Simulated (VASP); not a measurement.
Set up this calculation in VASP 6.6.1, as the native input.

- Task: electric field gradients
- Functional: PBE
- Potentials or basis: VASP PAW PBE potentials, release 64 (Zr_sv, Si)
- Cutoff: 520 eV
- k mesh: 6 × 6 × 6
- Occupations: fermi-dirac, width 0.15 eV
- Spin: no spin polarisation
- Dipole correction: no
- Further INCAR settings: ALGO = Normal; EDIFF = 1e-08; NBANDS = 30

The structure of ZrSi7 lies in POSCAR:

```
ZrSi7
1.0
    5.6485321841      0.0000000000      0.0000000000
    0.0000000000      5.6485321841      0.0000000000
    0.0000000000      0.0000000000      5.6485321841
Zr Si
1 7
Direct
    0.0000000000      0.0000000000      0.0000000000
    0.2659614387      0.2659614387      0.2659614387
    0.0000000000      0.5000000000      0.5000000000
    0.5000000000      0.5000000000      0.0000000000
    0.5000000000      0.0000000000      0.5000000000
    0.7340385613      0.2659614387      0.7340385613
    0.7340385613      0.7340385613      0.2659614387
    0.2659614387      0.7340385613      0.7340385613
```

The input as run:

INCAR

```
  ALGO = Normal
  EDIFF = 1E-8
  ENCUT = 520
  GGA = PE
  ISIF = 2
  ISMEAR = -1
  LASPH = True
  LCHARG = False
  LEFG = True
  LREAL = False
  LWAVE = False
  NBANDS = 30
  NELM = 60
  PREC = Accurate
  SIGMA = 0.15
```

KPOINTS

```
k-points
0
Gamma
  6 6 6
```

Potentials or basis: VASP PAW PBE potentials, release 64 (Zr_sv, Si).

Command:

```sh
$ cat potpaw_PBE.64/Zr_sv/POTCAR potpaw_PBE.64/Si/POTCAR > POTCAR
$ mpirun -np 1 vasp_std > vasp.out
```

Results of the run:

```json
{"Pressure": "0.0 GPa", "Largest force": "0.006 eV/Å", "Band gap on the k mesh": "zero (band 20 reaches 5.10 eV, above the bottom of band 21 at 5.07 eV)"}
```

Caveat: without QUAD_EFG the Cq values of the log hold for a quadrupole moment of 1 mb, not for the nuclei.

Run time: 2.1 min on 1 thread of Intel(R) Xeon(R) Platinum 8259CL CPU @ 2.50GHz (Skylake/Cascade Lake), with other jobs on the host, peak memory 0.3 GiB.
